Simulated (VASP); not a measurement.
Wanted: the native input for a VASP 6.6.1 run.

| Quantity | Value |
| --- | --- |
| Task | single point |
| Functional | LDA |
| Potentials or basis | VASP PAW PBE potentials, release 64 (Gd) |
| Cutoff | 520 eV |
| k mesh | 5 × 5 × 5 |
| Occupations | fermi-dirac, width 0.5 eV |
| Spin | collinear spin, ferromagnetic start |
| Starting moments | [7.0] μB |
| Dipole correction | no |
| Further INCAR settings | ALGO = Normal; EDIFF = 1e-06; NBANDS = 19 |

The structure of Gd lies in POSCAR:

```
Gd
1.0
    0.0000000000      2.5858190000      2.5858190000
    2.5858190000      0.0000000000      2.5858190000
    2.5858190000      2.5858190000      0.0000000000
Gd
1
Direct
    0.0000000000      0.0000000000      0.0000000000
```

These files were run (other wordings do the same):

INCAR

```
SYSTEM = Gd
PREC = Accurate ; ENCUT = 520
EDIFF = 1E-6 ; ISMEAR = -1
SIGMA = 0.5 ; LREAL = .False.
LASPH = .True. ; NELM = 150
ALGO = Normal ; ISIF = 2
LWAVE = .False. ; LCHARG = .True.
ISPIN = 2 ; MAGMOM = 7
LORBIT = 11 ; LMAXMIX = 6
GGA = CA ; LELF = .True.
LVHAR = .True. ; NBANDS = 19
```

KPOINTS

```
regular mesh
0
Gamma
  5 5 5
  0 0 0
```

Potentials or basis: VASP PAW PBE potentials, release 64 (Gd).

Run with:

```console
$ cat potpaw_PBE.64/Gd/POTCAR > POTCAR
$ mpirun -np 1 vasp_std > vasp.out
```

It gave:

* Pressure: -1.0 GPa
* Net moment: 7.03 μB per cell
* Site moments: Gd +6.59 μB
* Valence electrons inside the program's atomic spheres: Gd 15.29

Caveat: the k points lie up to 0.42 Å⁻¹ apart; the PAW data sets were made with another functional, which shifts forces and pressure a little.

It took 27 s on 1 thread of AMD EPYC 7R43 64-Core Processor (Zen 3), on a shared host, peak memory 0.12 GiB.
